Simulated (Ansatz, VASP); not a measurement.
# One calculation of Ir, two programs

File POSCAR:

```
Ir
1.0
    0.0000000000      1.9197000000      1.7661240000
    1.9197000000      0.0000000000      1.7661240000
    1.9197000000      1.9197000000      0.0000000000
Ir
1
Direct
    0.0000000000      0.0000000000      0.0000000000
```

INCAR.step1

```
PREC     = Accurate       # precision mode
ENCUT    = 520            # plane-wave cutoff, eV
ISMEAR   = 0              # smearing method
SIGMA    = 0.15           # smearing width, eV
LREAL    = False          # projectors in reciprocal space
LASPH    = True           # aspherical terms in the spheres
NELM     = 80             # most SCF steps
NBANDS   = 10             # bands
GGA      = PE             # functional
ALGO     = Normal         # electronic algorithm
EDIFF    = 1E-4           # SCF threshold, eV
LWAVE    = True           # write WAVECAR
LCHARG   = False          # write CHGCAR
```

The input INCAR.step2:

```
PREC     = Accurate       # precision mode
ENCUT    = 520            # plane-wave cutoff, eV
EDIFF    = 1E-6           # SCF threshold, eV
ISMEAR   = 0              # smearing method
SIGMA    = 0.15           # smearing width, eV
LREAL    = False          # projectors in reciprocal space
LASPH    = True           # aspherical terms in the spheres
NELM     = 80             # most SCF steps
ALGO     = Normal         # electronic algorithm
ISIF     = 2              # what is computed and relaxed
LWAVE    = False          # write WAVECAR
LCHARG   = True           # write CHGCAR
METAGGA  = R2SCAN         # meta-GGA
LMIXTAU  = True         
LELF     = True           # ELF
LVHAR    = True         
NBANDS   = 10             # bands
ISTART   = 1
```

Contents of KPOINTS:

```
regular mesh
0
Gamma
  22 22 22
```

Input for Ansatz:

```yaml
crystal:
  lattice:
    - [0.0, 1.9197, 1.766124]
    - [1.9197, 0.0, 1.766124]
    - [1.9197, 1.9197, 0.0]
  atoms:
    - { symbol: Ir, position: [0.0, 0.0, 0.0] }
basis:
  ecutwfc: 500
kpoints:
  mp_grid: { grid: [22, 22, 22] }
hamiltonian:
  xc: r2scan
scf:
  occupations: { method: gaussian, width: 0.15 }
output:
  forces: true
  stress: true
  eigenvalues: true
```

Change from the starting cell: strain +0.000 along x and y, -0.080 along z, atoms carried along.

Alike in both runs: task single point; functional r2SCAN; k mesh 22 × 22 × 22; occupations gaussian, width 0.15 eV; no spin polarisation.

```csv
,VASP,Ansatz
version,VASP 6.6.1,Ansatz 0.2.0
potentials or method,"VASP PAW PBE potentials, release 64 (Ir), cutoff 520 eV","scalar-relativistic, plane waves, PAW"
valence electrons in the cell,9,17
```

Ansatz gave:

* gap on the k mesh at the Fermi level (eV): none
* pressure (GPa): 42.8
* traceless stress, the component that is largest in VASP (GPa): 24.64

Q: Which values does VASP return?

A: gap on the k mesh at the Fermi level (eV): none; pressure (GPa): 46.8; traceless stress, the component that is largest in VASP (GPa): 24.71.

VASP's potentials were made for PBE, not for r2SCAN. A gap of «none» marks a metal or a gap that the smearing closes. Both programs put the cell under a high pressure, so it lies far from rest at this level. VASP's potentials hold 9 valence electrons a cell and Ansatz's 17, so a difference there can come from the potentials and not from the codes.

Spin-orbit coupling is off throughout.
